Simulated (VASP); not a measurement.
Write the native input for VASP 6.6.1 that does the following.

```
Task                   : single point
Functional             : PBE
Potentials or basis    : VASP PAW PBE potentials, release 64 (Na_pv)
Cutoff                 : 520 eV
k mesh                 : 15 × 15 × 8
Occupations            : gaussian, width 0.15 eV
Spin                   : no spin polarisation
Dipole correction      : no
Further INCAR settings : ALGO = Normal; EDIFF = 1e-06; NBANDS = 14
```

The structure of Na lies in POSCAR:

```
Na
1.0
    3.5786509477      0.0000000000      0.0000000000
   -1.7893254739      3.0992026320      0.0000000000
    0.0000000000      0.0000000000      6.0001500000
Na
2
Direct
    0.3333333333      0.6666666667      0.2500000000
    0.6666666667      0.3333333333      0.7500000000
```

This isn't the form of Na at room conditions, which is bcc.

This cell differs from its parent crystal: strain -0.050 along x and y, -0.025 along z.

These files were run (other wordings do the same):

INCAR

```
SYSTEM = Na
PREC     = Accurate       ! precision mode
ENCUT    = 520            ! plane-wave cutoff, eV
EDIFF    = 1E-6           ! SCF threshold, eV
ISMEAR   = 0              ! smearing method
SIGMA    = 0.15           ! smearing width, eV
LREAL    = .False.        ! projectors in reciprocal space
LASPH    = .True.         ! aspherical terms in the spheres
NELM     = 80             ! most SCF steps
ALGO     = Normal         ! electronic algorithm
ISIF     = 2              ! what is computed and relaxed
LWAVE    = .False.        ! write WAVECAR
LCHARG   = .True.         ! write CHGCAR
GGA      = PE             ! functional
LELF     = .True.         ! ELF
LVHAR    = .True.       
NBANDS   = 14             ! bands
```

KPOINTS

```
Automatic mesh
0
Gamma
  15 15 8
  0 0 0
```

Potentials or basis: VASP PAW PBE potentials, release 64 (Na_pv).

Command:

```bash
$ cat potpaw_PBE.64/Na_pv/POTCAR > POTCAR
$ mpirun -np 1 vasp_std > vasp.out
```

It gave:

```
Pressure               : 1.0 GPa
Band gap on the k mesh : zero (bands 7 and 8 overlap by 4.70 eV)
```

Caveat: the cell differs from its parent crystal (strain -0.050 along x and y, -0.025 along z).

It took 25 s on 1 thread of Intel(R) Xeon(R) 6975P-C (Granite Rapids) (shared host), peak memory 0.23 GiB.
